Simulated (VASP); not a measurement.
# H2C7 in VASP: notebook

Runs on H2C7. Level: LDA. Tasks: single point.

Program: VASP 6.6.1. These are calculated values, not measurements. Logs are shortened: lines on timing, memory, paths and dates and some standing lists are left out, and cuts for length are marked.

### Step 1. The cell of the first run

The cell holds a slab with vacuum, 36 atoms: a = 4.995 Å, b = 4.995 Å, c = 18.800 Å, α = 90.00°, β = 90.00°, γ = 90.00°.

### Step 2. Single point, LDA

File INCAR:

```
PREC = Accurate
ENCUT = 520
EDIFF = 1E-6
ISMEAR = 0
SIGMA = 0.05
LREAL = Auto
LASPH = True
NELM = 80
ALGO = Normal
ISIF = 2
LWAVE = False
LCHARG = False
LDIPOL = True
IDIPOL = 3
DIPOL = 0.5 0.5 0.344
GGA = CA
NBANDS = 84
```

File KPOINTS:

```
Automatic mesh
0
Gamma
  5 5 1
```

File POSCAR:

```
H2C7
1.0
    4.9946309939      0.0000000000      0.0000000000
    0.0000000000      4.9946309939      0.0000000000
    0.0000000000      0.0000000000     18.8000119722
C H
28 8
Direct
    0.5000000000      0.5000000000      0.2474682362
    0.5000000000      0.0000000000      0.2474682362
    0.0000000000      0.5000000000      0.2474682362
    0.0000000000      0.0000000000      0.2474682362
    0.7500000000      0.5000000000      0.2944328000
    0.7500000000      0.0000000000      0.2944328000
    0.2500000000      0.5000000000      0.2944328000
    0.2500000000      0.0000000000      0.2944328000
    0.7500000000      0.7500000000      0.3413973638
    0.7500000000      0.2500000000      0.3413973638
    0.2500000000      0.7500000000      0.3413973638
    0.2500000000      0.2500000000      0.3413973638
   -0.0044863424      0.7500000000      0.3889137056
   -0.0045143874      0.2500000000      0.3889207601
    0.5021683197      0.7500000000      0.3805882412
    0.5021504343      0.2500000000      0.3806051511
   -0.0073127484     -0.0000095280      0.4362451590
   -0.0073127484      0.5000095280      0.4362451590
    0.5063442641     -0.0000570175      0.4218482017
    0.5063442641      0.5000570175      0.4218482017
    0.2578597751     -0.0000051918      0.4728697417
    0.2578597751      0.5000051918      0.4728697417
    0.7281631908     -0.0000440555      0.4785121554
    0.7281631908      0.5000440555      0.4785121554
    0.3630820422      0.2500000000      0.4977443109
    0.3631746792      0.7500000000      0.4977443109
    0.6304602275      0.2500000000      0.5135324992
    0.6305354860      0.7500000000      0.5136344825
    0.5000000000      0.6422371450      0.2068557463
    0.5000000000      0.3577628550      0.2068557463
    0.5000000000      0.1422371450      0.2068557463
    0.5000000000     -0.1422371450      0.2068557463
    0.0000000000      0.3578221913      0.2067996000
    0.0000000000      0.6421778087      0.2067996000
    0.0000000000     -0.1421778087      0.2067996000
    0.0000000000      0.1421778087      0.2067996000
```

Potentials or basis: VASP PAW LDA potentials, release 64 (C, H).

Run with:

```console
$ cat potpaw_LDA.64/C/POTCAR potpaw_LDA.64/H/POTCAR > POTCAR
$ mpirun -np 1 vasp_std > vasp.out
```

OUTCAR:

```text
PREC = Accurate
   ENCUT = 520
   EDIFF = 1E-6
   ISMEAR = 0
   LREAL = Auto
   LASPH = True
   NELM = 80
   ISIF = 2
   GGA = CA

 ion  position               nearest neighbor table
   1  0.500  0.500  0.247-  29 1.04  30 1.04   5 1.53   7 1.53
   2  0.500  0.000  0.247-  31 1.04  32 1.04   6 1.53   8 1.53
   3  0.000  0.500  0.247-  33 1.04  34 1.04   5 1.53   7 1.53
   4  0.000  0.000  0.247-  35 1.04  36 1.04   6 1.53   8 1.53
   5  0.750  0.500  0.294-   9 1.53  10 1.53   1 1.53   3 1.53
   6  0.750  0.000  0.294-   9 1.53  10 1.53   2 1.53   4 1.53
[... 10 lines left out ...]
  17  0.993  1.000  0.436-  21 1.49  14 1.53  13 1.53  23 1.54
  18  0.993  0.500  0.436-  22 1.49  14 1.53  13 1.53  24 1.54
  19  0.506  1.000  0.422-  15 1.47  16 1.47  23 1.54  21 1.57  26 2.03  25 2.03
  20  0.506  0.500  0.422-  15 1.47  16 1.47  24 1.54  22 1.57  26 2.03  25 2.03
  21  0.258  1.000  0.473-  25 1.43  26 1.43  17 1.49  19 1.57
  22  0.258  0.500  0.473-  25 1.43  26 1.43  18 1.49  20 1.57
  23  0.728  1.000  0.479-  27 1.49  28 1.49  19 1.54  17 1.54
  24  0.728  0.500  0.479-  27 1.49  28 1.49  20 1.54  18 1.54
  25  0.363  0.250  0.498-  27 1.37  22 1.43  21 1.43  20 2.03  19 2.03
  26  0.363  0.750  0.498-  28 1.37  22 1.43  21 1.43  20 2.03  19 2.03
  27  0.630  0.250  0.514-  25 1.37  24 1.49  23 1.49
  28  0.631  0.750  0.514-  26 1.37  24 1.49  23 1.49
  29  0.500  0.642  0.207-   1 1.04
  30  0.500  0.358  0.207-   1 1.04
  31  0.500  0.142  0.207-   2 1.04
  32  0.500  0.858  0.207-   2 1.04
  33  0.000  0.358  0.207-   3 1.04
  34  0.000  0.642  0.207-   3 1.04
  35  0.000  0.858  0.207-   4 1.04
  36  0.000  0.142  0.207-   4 1.04

  LATTYP: Found a simple tetragonal cell.
 ALAT       =     4.9946309939
 C/A-ratio  =     3.7640442297

  Lattice vectors:

 A1 = (   4.9946309939,   0.0000000000,   0.0000000000)
 A2 = (   0.0000000000,   4.9946309939,   0.0000000000)
 A3 = (   0.0000000000,   0.0000000000,  18.8000119722)

Analysis of symmetry for initial positions (statically):
=====================================================================
 Subroutine PRICEL returns:
 Original cell was already a primitive cell.

 Routine SETGRP: Setting up the symmetry group for a
 simple tetragonal supercell.

 Subroutine GETGRP returns: Found  2 space group operations
 (whereof  1 operations were pure point group operations)
 out of a pool of 16 trial point group operations.

The static configuration has the point symmetry C_1 .
 The point group associated with its full space group is C_1h.

Analysis of symmetry for dynamics (positions and initial velocities):
=====================================================================
 Subroutine PRICEL returns:
 Original cell was already a primitive cell.

 Routine SETGRP: Setting up the symmetry group for a
 simple tetragonal supercell.

 Subroutine GETGRP returns: Found  2 space group operations
 (whereof  1 operations were pure point group operations)
 out of a pool of 16 trial point group operations.

The dynamic configuration has the point symmetry C_1 .
 The point group associated with its full space group is C_1h.

 Subroutine INISYM returns: Found  2 space group operations
 (whereof  1 operations are pure point group operations),
 and found     1 'primitive' translations

----------------------------------------------------------------------------------------

                                     Primitive cell

  volume of cell :     468.9915

  direct lattice vectors                    reciprocal lattice vectors
     4.994630994  0.000000000  0.000000000     0.200214991  0.000000000  0.000000000
     0.000000000  4.994630994  0.000000000     0.000000000  0.200214991  0.000000000
     0.000000000  0.000000000 18.800011972     0.000000000  0.000000000  0.053191455

  length of vectors
     4.994630994  4.994630994 18.800011972     0.200214991  0.200214991  0.053191455

  position of ions in fractional coordinates (direct lattice)
     0.500000000  0.500000000  0.247468236
     0.500000000  0.000000000  0.247468236
     0.000000000  0.500000000  0.247468236
     0.000000000  0.000000000  0.247468236
     0.750000000  0.500000000  0.294432800
     0.750000000  0.000000000  0.294432800
[... 28 lines left out ...]
     0.000000000  0.857822191  0.206799600
     0.000000000  0.142177809  0.206799600

  ion indices of the primitive-cell ions
   primitive index   ion index
                 1           1
                 2           2
                 3           3
                 4           4
                 5           5
                 6           6
[... 28 lines left out ...]
                35          35
                36          36

----------------------------------------------------------------------------------------

 KPOINTS: Automatic mesh

Automatic generation of k-mesh.
 Grid dimensions read from file:
 generate k-points for:    5    5    1

 Generating k-lattice:

  Cartesian coordinates                     Fractional coordinates (reciprocal lattice)
     0.040042998  0.000000000  0.000000000     0.200000000  0.000000000  0.000000000
     0.000000000  0.040042998  0.000000000     0.000000000  0.200000000  0.000000000
     0.000000000  0.000000000  0.053191455     0.000000000  0.000000000  1.000000000

  Length of vectors
     0.040042998  0.040042998  0.053191455

  Shift w.r.t. Gamma in fractional coordinates (k-lattice)
     0.000000000  0.000000000  0.000000000

 Subroutine IBZKPT returns following result:
 ===========================================

 Found      9 irreducible k-points:

 Following reciprocal coordinates:
            Coordinates               Weight
  0.000000  0.000000  0.000000      1.000000
  0.200000  0.000000  0.000000      2.000000
  0.000000  0.200000  0.000000      2.000000
  0.400000  0.000000  0.000000      2.000000
  0.000000  0.400000  0.000000      2.000000
  0.200000  0.200000  0.000000      4.000000
  0.400000  0.200000  0.000000      4.000000
 -0.200000  0.400000  0.000000      4.000000
  0.400000  0.400000  0.000000      4.000000
   k-points           NKPTS =      9   k-points in BZ     NKDIM =      9   number of bands    NBANDS=     84
   number of dos      NEDOS =    301   number of ions     NIONS =     36
   total plane-waves  NPLWV = 224000
   dimension x,y,z NGX =    40 NGY =   40 NGZ =  140
   dimension x,y,z NGXF=    80 NGYF=   80 NGZF=  280
   ions per type =              28   8
   NGX,Y,Z   is equivalent  to a cutoff of  13.31, 13.31, 12.38 a.u.
   NGXF,Y,Z  is equivalent  to a cutoff of  26.63, 26.63, 24.76 a.u.
 SYSTEM =  unknown system
   PREC   = accura    normal or accurate (medium, high low for compatibility)
   ISTART =      0    job   : 0-new  1-cont  2-samecut
   ICHARG =      2    charge: 1-file 2-atom 10-const
   ISPIN  =      1    spin polarized calculation?
   LNONCOLLINEAR =      F non collinear calculations
   LSORBIT =      F    spin-orbit coupling
   LASPH  =      T    aspherical Exc in radial PAW
   ENCUT  =  520.0 eV  38.22 Ry    6.18 a.u.   9.29  9.29 34.96*2*pi/ulx,y,z
   NELM   =     80;   NELMIN=  2; NELMDL= -5     # of ELM steps
   EDIFF  = 0.1E-05   stopping-criterion for ELM
   LREAL  =      T    real-space projection
   EDIFFG = 0.1E-04   stopping-criterion for IOM
   NSW    =      0    number of steps for IOM
   IBRION =     -1    ionic relax: 0-MD 1-quasi-New 2-CG
   NFREE  =      0    steps in history (QN), initial steepest desc. (CG)
   ISIF   =      2    stress and relaxation
   ISYM   =      2    0-nonsym 1-usesym 2-fastsym
   POTIM  = 0.5000    time-step for ionic-motion
   TEBEG  =    0.0;   TEEND  =   0.0 temperature during run
   PSTRESS=    0.0 pullay stress
   NELECT =     120.0000    total number of electrons
   NUPDOWN=      -1.0000    fix difference up-down
   EMIN   =  10.00;   EMAX   =-10.00  energy-range for DOS
   EFERMI =   0.00;   METHOD = LEGACY
   ISMEAR =     0;   SIGMA  =   0.05  broadening in eV -4-tet -1-fermi 0-gaus
   EFERMI_NEDOS =   21; number of points for ismear=-14 and -15
   IALGO  =     38    algorithm
   IMIX   =      4    mixing-type and parameters
     AMIX     =   0.40;   BMIX     =  1.00
     AMIX_MAG =   1.60;   BMIX_MAG =  1.00
  volume/ion in A,a.u.               =      13.03        87.91
  Fermi-wavevector in a.u.,A,eV,Ry     =   1.039314  1.964019 14.696664  1.080174
  Thomas-Fermi vector in A             =   2.173839
   LORBIT       =      0    0 simple, 1 ext, 2 COOP (PROOUT), +10 PAW based schemes
   GGA     = CA    functional components
   LHFCALC =     F    Hartree Fock is set to
   AEXX    =    0.0000 exact exchange contribution
   IVDW    =     0    specifies the selected vdW correction
   LEPSILON=     F    determine dielectric tensor
   LRPA    =     F    only Hartree local field effects (RPA)
 non-spin polarized calculation
 Gauss-broadening in eV      SIGMA  =   0.05
  energy-cutoff  :      520.00
  volume of cell :      468.99
 maximum number of plane-waves:     12689
 NGX is ok and might be reduce to    40
   NGX = 19   NGY = 19   NGZ = 69

 dipolmoment           0.000000      0.000000     -0.000219 electrons x Angstroem

 number of electron     120.0000010 magnetization

 dipolmoment           0.000000      0.000000      0.557163 electrons x Angstroem

 Free energy of the ion-electron system (eV)
  ---------------------------------------------------
  ext. energy  EPLUGINS =         0.00000000
  ---------------------------------------------------
  free energy    TOTEN  =      -293.06713183 eV

  energy without entropy =     -293.06713183  energy(sigma->0) =     -293.06713183

 E-fermi :   1.6721     XC(G=0):  -5.7925

 val. band max:        1.4240805444   @ k =   0.0000   0.2000   0.0000
 cond. band min:       2.3955717628   @ k =   0.0000   0.0000   0.0000
 fundamental gap:      0.9714912184
 Fermi energy:         1.6720507990

 k-point     1 :       0.0000    0.0000    0.0000
  band No.  band energies     occupation
      1     -21.3833      2.00000
      2     -19.3826      2.00000
      3     -16.9261      2.00000
      4     -16.8847      2.00000
      5     -16.8613      2.00000
      6     -16.4499      2.00000
[... 64 lines left out ...]
     71       6.2491      0.00000
     72       6.7409      0.00000
[... 598 lines left out ...]
     71       6.8764      0.00000
     72       6.8965      0.00000
 [bands above 72 left out]

------------------------ aborting loop because EDIFF is reached ----------------------------------------

 vacuum level on the upper side and lower side of the slab       (xc-potential included)         1.812        -2.106

  FORCE on cell =-STRESS in cart. coord.  units (eV):
  Direction    XX          YY          ZZ          XY          YZ          ZX
  --------------------------------------------------------------------------------------
  -------------------------------------------------------------------------------------
  Total        5.6101761     82.8225526     32.5931225      0.0000000      0.0000000      0.0345674
  in kB       19.1655876    282.9399368    111.3452282      0.0000000      0.0000000      0.1180898
  external PRESSURE =     137.8169175 kB  Pullay stress =       0.0000000 kB

 VOLUME and BASIS-vectors are now :
 -----------------------------------------------------------------------------
  energy-cutoff  :      520.00
  volume of cell :      468.99
      direct lattice vectors                 reciprocal lattice vectors
     4.994630994  0.000000000  0.000000000     0.200214991  0.000000000  0.000000000
     0.000000000  4.994630994  0.000000000     0.000000000  0.200214991  0.000000000
     0.000000000  0.000000000 18.800011972     0.000000000  0.000000000  0.053191455

 POSITION                                       TOTAL-FORCE (eV/Angst)
 -----------------------------------------------------------------------------------
      2.49732      2.49732      4.65241         0.026410     -0.000038      1.979696
      2.49732      0.00000      4.65241         0.026410      0.000038      1.979696
      0.00000      2.49732      4.65241        -0.022596     -0.000143      1.785363
      0.00000      0.00000      4.65241        -0.022596      0.000143      1.785363
      3.74597      2.49732      5.53534         0.815075     -0.000244     -2.483255
      3.74597      0.00000      5.53534         0.815075      0.000244     -2.483255
[... 28 lines left out ...]
      0.00000      4.28451      3.88783         0.005899     -0.036330     -0.043464
      0.00000      0.71013      3.88783         0.005931      0.036303     -0.043469
 -----------------------------------------------------------------------------------
    total drift:                               -0.018867      0.000000     -0.020309

  FREE ENERGIE OF THE ION-ELECTRON SYSTEM (eV)
  ---------------------------------------------------
  free  energy   TOTEN  =      -293.0671318270 eV

  energy  without entropy=     -293.0671318270  energy(sigma->0) =     -293.06713183

 vacuum level on the upper side and lower side of the slab         6.977         2.943
```

Wall time 12 min (1 thread of Intel Xeon Platinum 8488C (Sapphire Rapids), shared host); peak memory 0.5 GiB.

What came out:

```yaml
Free_energy: -293.0671 eV
Largest_force: 6.180 eV/Å
Band_gap_on_the_k_mesh: 0.97 eV
```

Forces in eV/Å, atoms in the order of the input:
```
C    0.026  0.000  1.980
C    0.026  0.000  1.980
C   -0.023  0.000  1.785
C   -0.023  0.000  1.785
C    0.815  0.000 -2.483
C    0.815  0.000 -2.483
C   -0.806  0.000 -2.283
C   -0.806  0.000 -2.283
C    1.295  0.000 -3.000
C    1.287  0.000 -2.993
C   -1.311  0.000 -2.160
C   -1.311  0.000 -2.154
C    0.003  0.000  0.000
C    0.007  0.000 -0.004
C    0.005  0.000  0.001
C    0.008  0.000 -0.008
C   -0.001 -0.002  0.020
C   -0.001  0.002  0.020
C   -0.006  0.006 -0.020
C   -0.006 -0.006 -0.020
C   -0.045 -0.005  0.030
C   -0.045  0.005  0.030
C    0.053  0.003  0.014
C    0.053 -0.003  0.014
C   -0.030  0.000  6.175
C   -0.042  0.000  6.180
C    0.033  0.000  0.105
C    0.023  0.000  0.075
H   -0.005  0.029 -0.032
H   -0.005 -0.029 -0.032
H   -0.005  0.029 -0.032
H   -0.005 -0.029 -0.032
H    0.006 -0.036 -0.043
H    0.006  0.036 -0.043
H    0.006 -0.036 -0.043
H    0.006  0.036 -0.043
```

### Step 3. Single point, LDA

File INCAR:

```
SYSTEM = H2C7
ALGO = Normal
DIPOL = 0.5 0.5 0.348
EDIFF = 1E-7
ENCUT = 520
IDIPOL = 3
ISIF = 2
ISMEAR = 0
LASPH = .TRUE.
LCHARG = .FALSE.
LDIPOL = .TRUE.
LREAL = Auto
LWAVE = .FALSE.
NBANDS = 84
NELM = 60
PREC = Accurate
SIGMA = 0.05
```

File KPOINTS:

```
k-points
0
G
  5 5 1
  0 0 0
```

File POSCAR:

```
H2C7
1.0
    4.9946309939      0.0000000000      0.0000000000
    0.0000000000      4.9946309939      0.0000000000
    0.0000000000      0.0000000000     18.8000119722
C H
28 8
Direct
    0.5000000000      0.5000000000      0.2474682362
    0.5000000000      0.0000000000      0.2474682362
    0.0000000000      0.5000000000      0.2474682362
    0.0000000000      0.0000000000      0.2474682362
    0.7500000000      0.5000000000      0.2944328000
    0.7500000000      0.0000000000      0.2944328000
    0.2500000000      0.5000000000      0.2944328000
    0.2500000000      0.0000000000      0.2944328000
    0.7500000000      0.7500000000      0.3413973638
    0.7500000000      0.2500000000      0.3413973638
    0.2500000000      0.7500000000      0.3413973638
    0.2500000000      0.2500000000      0.3413973638
   -0.0001029613      0.7500000000      0.3927831627
    0.0014539871      0.2500000000      0.3934879125
    0.4996901289      0.7500000000      0.3852758346
    0.4999237694      0.2500000000      0.3866519970
    0.0006918653     -0.0038905815      0.4438242766
    0.0006918653      0.5038905815      0.4438242766
    0.4982877403     -0.0081249043      0.4310301736
    0.4982877403      0.5081249043      0.4310301736
    0.2677769181     -0.0072682140      0.4882471053
    0.2677769181      0.5072682140      0.4882471053
    0.7334030831     -0.0027463126      0.4866179850
    0.7334030831      0.5027463126      0.4866179850
    0.3653812838      0.2500000000      0.5129038757
    0.3614021669      0.7500000000      0.5428506651
    0.6383474794      0.2500000000      0.5206048490
    0.6351354933      0.7500000000      0.5237670586
    0.5000000000      0.6422371450      0.2068557463
    0.5000000000      0.3577628550      0.2068557463
    0.5000000000      0.1422371450      0.2068557463
    0.5000000000     -0.1422371450      0.2068557463
    0.0000000000      0.3578221913      0.2067996000
    0.0000000000      0.6421778087      0.2067996000
    0.0000000000     -0.1421778087      0.2067996000
    0.0000000000      0.1421778087      0.2067996000
```

Potentials or basis: VASP PAW LDA potentials, release 64 (C, H).

Run with:

```console
$ cat potpaw_LDA.64/C/POTCAR potpaw_LDA.64/H/POTCAR > POTCAR
$ mpirun -np 1 vasp_std > vasp.out
```

It took 9.4 min on 1 thread of Intel Xeon 6975P-C (Granite Rapids), shared host; peak memory 0.52 GiB.

Results (log left out):

```
Free energy            : -294.2661 eV
Largest force          : 5.673 eV/Å
Band gap on the k mesh : 0.88 eV (least direct gap 0.91 eV)
```

Forces on the atoms (eV/Å):
```
C   -0.003 -0.013  2.008
C   -0.003  0.013  2.008
C    0.004 -0.025  1.840
C    0.004  0.025  1.840
C    0.589  0.007 -1.666
C    0.589 -0.007 -1.666
C   -0.582  0.005 -1.685
C   -0.582 -0.005 -1.685
C    0.754  0.000  0.147
C    0.588  0.000  0.787
C   -0.826  0.000  0.127
C   -0.531  0.000  0.669
C    0.005  0.000 -0.002
C   -0.005  0.000  0.002
C   -0.008  0.000 -0.001
C   -0.004  0.000  0.001
C    0.000  0.011  0.007
C    0.000 -0.011  0.007
C    0.003  0.008 -0.016
C    0.003 -0.008 -0.016
C   -0.037 -0.041  0.025
C   -0.037  0.041  0.025
C    0.039 -0.003  0.003
C    0.039  0.003  0.003
C   -0.041  0.000  3.065
C   -0.052  0.000 -5.673
C    0.040  0.000  0.067
C    0.049  0.000  0.056
H    0.002  0.035 -0.035
H    0.000 -0.035 -0.037
H    0.000  0.035 -0.037
H    0.002 -0.035 -0.035
H    0.000 -0.032 -0.037
H    0.001  0.035 -0.031
H    0.001 -0.035 -0.031
H    0.000  0.032 -0.037
```

Levels at points of the mesh, in eV from the valence-band top:
```
           k point  band 57  band 58  band 59  band 60  band 61  band 62  band 63  band 64
(0.00, 0.00, 0.00)    -1.67    -0.52    -0.47     0.00     0.91     1.18     2.37     3.06
```

(Part 1 of 2 ends here.)
